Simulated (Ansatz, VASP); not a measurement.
# Two plane-wave programs on ZnO

```
Zn O
1.0
     3.20296    0.00000    0.00000
    -1.60148    2.77384    0.00000
     0.00000    0.00000    5.17810
Zn O
2 2
Direct
  0.33333 0.66667 0.50029
  0.66667 0.33333 0.00029
  0.66667 0.33333 0.37872
  0.33333 0.66667 0.87872
```

Change from the starting cell: volume scaled by 1.015, atoms relaxed by PAW.

Alike in both runs: functional LDA; k mesh 8 × 8 × 4; no spin polarisation.

Ansatz relaxed the structure, and its values are those at the end. VASP's run is a single point on that final structure, the one shown.

|  | VASP | Ansatz |
| --- | --- | --- |
| version | VASP 6.6.1 | Ansatz 0.2.0 |
| potentials or method | VASP PAW LDA potentials, release 64 (Zn, O) | PAW with Ansatz's default frozen-core files, scalar-relativistic |
| plane-wave cutoff (eV) | 520 | 420 |
| occupations | gaussian, width 0.01 eV | fixed |
| valence electrons in the cell | 36 | 36 |

|  | VASP | Ansatz | Ansatz less VASP |
| --- | --- | --- | --- |
| pressure (GPa) | -1.1 | -2.3 | -1.20 |

LDA's correlation is that of Perdew and Zunger in VASP and of Perdew and Wang (1992) in Ansatz. Ansatz's warnings: stress scf threshold loose.
